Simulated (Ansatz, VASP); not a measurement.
Sb: VASP beside Ansatz

```
CELL_PARAMETERS angstrom
8.53782 0.00000 0.00000
-4.26891 7.39397 0.00000
0.00000 0.00000 3.42510
ATOMIC_POSITIONS crystal
Sb 0.31817 0.00000 0.50000
Sb 0.00000 0.31817 0.83333
Sb 0.68183 0.68183 0.16667
Sb 0.68183 0.00000 0.50000
Sb 0.00000 0.68183 0.83333
Sb 0.31817 0.31817 0.16667
```

Alike in both runs: task relaxation of cell and atoms; functional PBE; k mesh 3 × 3 × 6; occupations gaussian, width 0.1 eV; no spin polarisation.

|  | VASP | Ansatz |
| --- | --- | --- |
| version | VASP 6.6.1 | Ansatz 0.2.0 |
| potentials or method | VASP PAW PBE potentials, release 64 (Sb), cutoff 600 eV | scalar-relativistic, plane waves, PAW |
| valence electrons in the cell | 30 | 90 |

|  | VASP | Ansatz | Ansatz less VASP |
| --- | --- | --- | --- |
| gap on the k mesh at the Fermi level, each at its own relaxed structure (eV) | none | none | - |
| relaxed volume (Å³/atom) | 36.11 | 36.32 | +0.202 |
| relaxed cell length with the largest relative difference (Å) | 8.463 | 8.479 | +0.0164 |

A gap of «none» marks a metal or a gap that the smearing closes. VASP's potentials hold 30 valence electrons a cell and Ansatz's 90, so a difference there can come from the potentials and not from the codes.

Spin-orbit coupling is off throughout.
